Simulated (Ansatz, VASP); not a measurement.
# One calculation of Bi, two programs

The input INCAR:

```
SYSTEM = Bi
  PREC = Accurate
  ENCUT = 520
  EDIFF = 1E-6
  ISMEAR = -1
  SIGMA = 0.1
  LREAL = .False.
  LASPH = .True.
  NELM = 60
  ALGO = Normal
  ISIF = 2
  LWAVE = .False.
  LCHARG = .False.
  GGA = PE
  NBANDS = 30
```

Contents of KPOINTS:

```
regular mesh
0
Gamma
  7 7 11
  0 0 0
```

The input POSCAR:

```
Bi
1.0
    5.7322969703      0.0000000000      0.0000000000
   -2.8661484852      4.9643147983      0.0000000000
    0.0000000000      0.0000000000      3.3745045518
Bi
3
Direct
    1.0000000000      1.0000000000      0.0000000000
    0.3333333333      0.6666666667      0.5000000000
    0.6666666667      0.3333333333      0.5000000000
```

Input for Ansatz:

```yaml
crystal:
  lattice:
    - [5.7322969703, 0.0, 0.0]
    - [-2.8661484852, 4.9643147983, 0.0]
    - [0.0, 0.0, 3.3745045518]
  atoms:
    - { symbol: Bi, position: [1.0, 1.0, 0.0] }
    - { symbol: Bi, position: [0.3333333333, 0.6666666667, 0.5] }
    - { symbol: Bi, position: [0.6666666667, 0.3333333333, 0.5] }
hamiltonian:
  xc: pbe
  pseudopotentials:
    kind: paw
    azcp:
      Bi: "pseudopotentials/Bi.paw.azcp"
basis:
  ecutwfc: 420
  fft_grid_basis: typed
kpoints:
  mp_grid: { grid: [7, 7, 11], shift: [0, 0, 0] }
magnetization:
  spin_polarized: false
scf:
  occupations: { method: fermi_dirac, width: 0.1 }
  lower_state_search: "off"
output:
  stress: true
```

Alike in both runs: task single point; functional PBE; k mesh 7 × 7 × 11; occupations fermi-dirac, width 0.1 eV; no spin polarisation.

```csv
,VASP,Ansatz
version,VASP 6.6.1,Ansatz 0.2.0
potentials or method,"VASP PAW PBE potentials, release 64 (Bi_d), cutoff 520 eV","plane waves (420 eV) with PAW, scalar-relativistic"
valence electrons in the cell,45,45
```

```csv
,VASP,Ansatz,Ansatz less VASP
pressure (GPa),0.1,0.2,+0.06
"traceless stress, the component that is largest in VASP (GPa)",0.61,0.62,+0.008
```

Spin-orbit coupling is off throughout.
